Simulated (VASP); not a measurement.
# AlN (F-43m) in VASP: vibrations by perturbation theory with LDA

Aim: the vibrations by perturbation theory of AlN with LDA.

All numbers are computed with VASP 6.6.1; they aren't measurements. Logs are shortened: lines on timing, memory, paths and dates and some standing lists are left out, and cuts for length are marked.

### 1 The cell of the first run

Symmetry: F-43m, No. 216, cubic system. Conventional cell: a = 4.349 Å, b = 4.349 Å, c = 4.349 Å, α = 90.00°, β = 90.00°, γ = 90.00°. Within 2.5 Å of Al (site symmetry -43m) lie 4 N at 1.88 Å. Within 2.5 Å of N (site symmetry -43m) lie 4 Al at 1.88 Å.

### 2 Vibrations by perturbation theory, LDA

INCAR reads:

```
PREC = Accurate ; ENCUT = 520
EDIFF = 1E-8 ; ISMEAR = 0
SIGMA = 0.01 ; LREAL = F
LASPH = T ; NELM = 60
ALGO = Normal ; ISIF = 2
LWAVE = F ; LCHARG = F
GGA = CA ; NBANDS = 11
IBRION = 8 ; NSW = 1
LEPSILON = T
```

KPOINTS reads:

```
regular mesh
0
Gamma
  10 10 10
```

POSCAR reads:

```
AlN
1.0
    0.0000000000      2.1746045727      2.1746045727
    2.1746045727      0.0000000000      2.1746045727
    2.1746045727      2.1746045727      0.0000000000
Al N
1 1
Direct
    0.0000000000      0.0000000000      0.0000000000
    0.7500000000      0.7500000000      0.7500000000
```

Potentials or basis: VASP PAW LDA potentials, release 64 (Al, N).

Run with:

```
$ cat potpaw_LDA.64/Al/POTCAR potpaw_LDA.64/N/POTCAR > POTCAR
$ mpirun -np 1 vasp_std > vasp.out
```

OUTCAR:

```text
PREC = Accurate
   ENCUT = 520
   EDIFF = 1E-8
   ISMEAR = 0
   LREAL = F
   LASPH = T
   NELM = 60
   ISIF = 2
   GGA = CA
   IBRION = 8
   NSW = 1
   LEPSILON = T

 ion  position               nearest neighbor table
   1  0.000  0.000  0.000-   2 1.88   2 1.88   2 1.88   2 1.88
   2  0.750  0.750  0.750-   1 1.88   1 1.88   1 1.88   1 1.88

  LATTYP: Found a face centered cubic cell.
 ALAT       =     4.3492091454

  Lattice vectors:

 A1 = (   0.0000000000,   2.1746045727,   2.1746045727)
 A2 = (   2.1746045727,   0.0000000000,   2.1746045727)
 A3 = (   2.1746045727,   2.1746045727,   0.0000000000)

Analysis of symmetry for initial positions (statically):
=====================================================================
 Subroutine PRICEL returns:
 Original cell was already a primitive cell.

 Routine SETGRP: Setting up the symmetry group for a
 face centered cubic supercell.

 Subroutine GETGRP returns: Found 24 space group operations
 (whereof 24 operations were pure point group operations)
 out of a pool of 48 trial point group operations.

The static configuration has the point symmetry T_d .

Analysis of symmetry for dynamics (positions and initial velocities):
=====================================================================
 Subroutine PRICEL returns:
 Original cell was already a primitive cell.

 Routine SETGRP: Setting up the symmetry group for a
 face centered cubic supercell.

 Subroutine GETGRP returns: Found 24 space group operations
 (whereof 24 operations were pure point group operations)
 out of a pool of 48 trial point group operations.

The dynamic configuration has the point symmetry T_d .

 Subroutine INISYM returns: Found 24 space group operations
 (whereof 24 operations are pure point group operations),
 and found     1 'primitive' translations

----------------------------------------------------------------------------------------

                                     Primitive cell

  volume of cell :      20.5670

  direct lattice vectors                    reciprocal lattice vectors
     0.000000000  2.174604573  2.174604573    -0.229926859  0.229926859  0.229926859
     2.174604573  0.000000000  2.174604573     0.229926859 -0.229926859  0.229926859
     2.174604573  2.174604573  0.000000000     0.229926859  0.229926859 -0.229926859

  length of vectors
     3.075355280  3.075355280  3.075355280     0.398245003  0.398245003  0.398245003

  position of ions in fractional coordinates (direct lattice)
     0.000000000  0.000000000  0.000000000
     0.750000000  0.750000000  0.750000000

  ion indices of the primitive-cell ions
   primitive index   ion index
                 1           1
                 2           2

----------------------------------------------------------------------------------------

 KPOINTS: regular mesh

Automatic generation of k-mesh.
 Grid dimensions read from file:
 generate k-points for:   10   10   10

 Generating k-lattice:

  Cartesian coordinates                     Fractional coordinates (reciprocal lattice)
    -0.022992686  0.022992686  0.022992686     0.100000000  0.000000000  0.000000000
     0.022992686 -0.022992686  0.022992686     0.000000000  0.100000000  0.000000000
     0.022992686  0.022992686 -0.022992686     0.000000000  0.000000000  0.100000000

[... 482 lines left out ...]
  ---------------------------------------------------
  free energy    TOTEN  =        -0.21582066 eV

  energy without entropy =       -0.21582066

------------------------ aborting loop because EDIFF is reached ----------------------------------------

--------------------------------------- Ionic step        2  -------------------------------------------

------------------------ aborting loop because EDIFF is reached ----------------------------------------

--------------------------------------- Ionic step        3  -------------------------------------------

------------------------ aborting loop because EDIFF is reached ----------------------------------------

 PIEZOELECTRIC TENSOR FIELD DIRECTION 3  (e Angst)
 -----------------------------------------------------------------------------
    -0.00046  0.78519  0.00000           ( -0.00000  0.00848  0.00000)
     0.78519 -0.00046  0.00000           (  0.00848 -0.00000  0.00000)
     0.00000  0.00000  0.00046           (  0.00000  0.00000 -0.00000)

 PIEZOELECTRIC TENSOR FIELD DIRECTION 3  (C/m^2)
 -----------------------------------------------------------------------------
    -0.00036  0.61166  0.00000
     0.61166 -0.00036  0.00000
     0.00000  0.00000  0.00036

--------------------------------------- Ionic step        4  -------------------------------------------

------------------------ aborting loop because EDIFF is reached ----------------------------------------

[... ionic steps 5 to 6 ...]

--------------------------------------- Ionic step        7  -------------------------------------------

 Free energy of the ion-electron system (eV)
  ---------------------------------------------------
  ---------------------------------------------------
  free energy    TOTEN  =        -0.23469280 eV

  energy without entropy =       -0.23469280

------------------------ aborting loop because EDIFF is reached ----------------------------------------

 INTERNAL STRAIN TENSOR  FOR ION    2  DIRECTION 1   (eV/Angst):
 -----------------------------------------------------------------------------
     0.00089  0.00000  0.00000
     0.00000 -0.00008  9.39301
     0.00000  9.39301 -0.00008

 MACROSCOPIC STATIC DIELECTRIC TENSOR (including local field effects in DFT)
 ------------------------------------------------------
           4.548918    -0.000000     0.000000
           0.000000     4.548918    -0.000000
          -0.000000    -0.000000     4.548918
 ------------------------------------------------------

 PIEZOELECTRIC TENSOR (including local field effects)  for field in x, y, z        (e  Angst)
          XX          YY          ZZ          XY          YZ          ZX
  --------------------------------------------------------------------------------
  x     0.00000     0.00000     0.00000     0.00000     0.78492     0.00000
  y    -0.00000    -0.00000    -0.00000     0.00000     0.00000     0.78492
  z    -0.00000    -0.00000    -0.00000     0.78492     0.00000     0.00000

 PIEZOELECTRIC TENSOR (including local field effects)  for field in x, y, z        (C/m^2)
          XX          YY          ZZ          XY          YZ          ZX
  --------------------------------------------------------------------------------
  x     0.00000     0.00000     0.00000     0.00000     0.61146     0.00000
  y    -0.00000    -0.00000    -0.00000     0.00000     0.00000     0.61146
  z    -0.00000    -0.00000    -0.00000     0.61146     0.00000     0.00000

 BORN EFFECTIVE CHARGES (including local field effects) (in |e|, cummulative output)
 ---------------------------------------------------------------------------------
 ion    1
    1     2.53072     0.00000    -0.00000
    2     0.00000     2.53072    -0.00000
    3     0.00000     0.00000     2.53072
 ion    2
    1    -2.53072     0.00000     0.00000
    2    -0.00000    -2.53072     0.00000
    3    -0.00000    -0.00000    -2.53072

 INTERNAL STRAIN TENSOR FOR ION    2 for displacements in x,y,z  (eV/Angst):
          X           Y           Z          XY          YZ          ZX
  --------------------------------------------------------------------------------
  x     0.00000    -0.00000    -0.00000     0.00000     9.39301     0.00000
  y     0.00000     0.00000     0.00000     0.00000     0.00000     9.39301
  z    -0.00000    -0.00000     0.00000     9.39301     0.00000     0.00000

 SECOND DERIVATIVES (NOT SYMMETRIZED)
 ------------------------------------
               1X          1Y          1Z          2X          2Y          2Z
  1X   -15.029376    0.000000    0.000000   15.029376    0.000000    0.000000
  1Y     0.000000  -15.029376    0.000000    0.000000   15.029376    0.000000
  1Z     0.000000    0.000000  -15.029376    0.000000    0.000000   15.029376
  2X    15.030226    0.000000    0.000000  -15.030226    0.000000    0.000000
  2Y     0.000000   15.030226    0.000000    0.000000  -15.030226    0.000000
  2Z     0.000000    0.000000   15.030226    0.000000    0.000000  -15.030226

 Eigenvectors and eigenvalues of the dynamical matrix
 ----------------------------------------------------

   1 f  =   19.962609 THz   125.428774 2PiTHz  665.880976 cm-1    82.558682 meV
             X         Y         Z           dx          dy          dz
      0.000000  0.000000  0.000000     0.000000    0.000000   -0.584487
      3.261907  3.261907  3.261907     0.000000   -0.000000    0.811403
[... 21 lines left out ...]
   6 f/i=    0.000268 THz     0.001683 2PiTHz    0.008936 cm-1     0.001108 meV
             X         Y         Z           dx          dy          dz
      0.000000  0.000000  0.000000    -0.797362   -0.150134    0.006935
      3.261907  3.261907  3.261907    -0.574373   -0.108147    0.004995

--------------------------------------------------------------------------------------------------------

 MACROSCOPIC STATIC DIELECTRIC TENSOR IONIC CONTRIBUTION
 ------------------------------------------------------
           3.749136    -0.000000     0.000000
           0.000000     3.749136    -0.000000
           0.000000    -0.000000     3.749136
 ------------------------------------------------------

 ELASTIC MODULI CONTR FROM IONIC RELAXATION (kBar)
 Direction    XX          YY          ZZ          XY          YZ          ZX
 --------------------------------------------------------------------------------
 XX          -0.0000     -0.0000     -0.0000     -0.0000     -0.0000      0.0000
 YY          -0.0000     -0.0000     -0.0000     -0.0000     -0.0000      0.0000
 ZZ          -0.0000     -0.0000     -0.0000     -0.0000     -0.0000      0.0000
 XY          -0.0000     -0.0000     -0.0000   -429.6331     -0.0000      0.0000
 YZ          -0.0000     -0.0000     -0.0000     -0.0000   -429.6331     -0.0000
 ZX           0.0000      0.0000      0.0000      0.0000      0.0000   -429.6331
 --------------------------------------------------------------------------------

 PIEZOELECTRIC TENSOR IONIC CONTR  for field in x, y, z        (C/m^2)
          XX          YY          ZZ          XY          YZ          ZX
  --------------------------------------------------------------------------------
  x    -0.00000    -0.00000    -0.00000    -0.00000    -1.19423    -0.00000
  y     0.00000     0.00000     0.00000     0.00000     0.00000    -1.19423
  z    -0.00000    -0.00000    -0.00000    -1.19423    -0.00000     0.00000
```

It took 3.8 min on 1 thread of Intel Xeon 8259CL, shared host; peak memory 0.21 GiB.

What came out:

```
Electronic dielectric tensor (diagonal)                 : 4.55
Born charges (mean of the diagonal)                     : Al +2.53; N -2.53 e
Highest phonon frequency at Γ, LO-TO splitting left out : 666 cm⁻¹
```

Phonon frequencies in cm⁻¹ (negative: imaginary):
```tsv
q point	frequencies
(0.000, 0.000, 0.000)	0 0 0 666 666 666
```

Electronic dielectric tensor:
```
4.55 0.00 0.00
0.00 4.55 0.00
0.00 0.00 4.55
```

Born effective charge tensors (e):
atom 1, Al
```
2.53 0.00 0.00
0.00 2.53 0.00
0.00 0.00 2.53
```
atom 2, N
```
-2.53  0.00  0.00
 0.00 -2.53  0.00
 0.00  0.00 -2.53
```
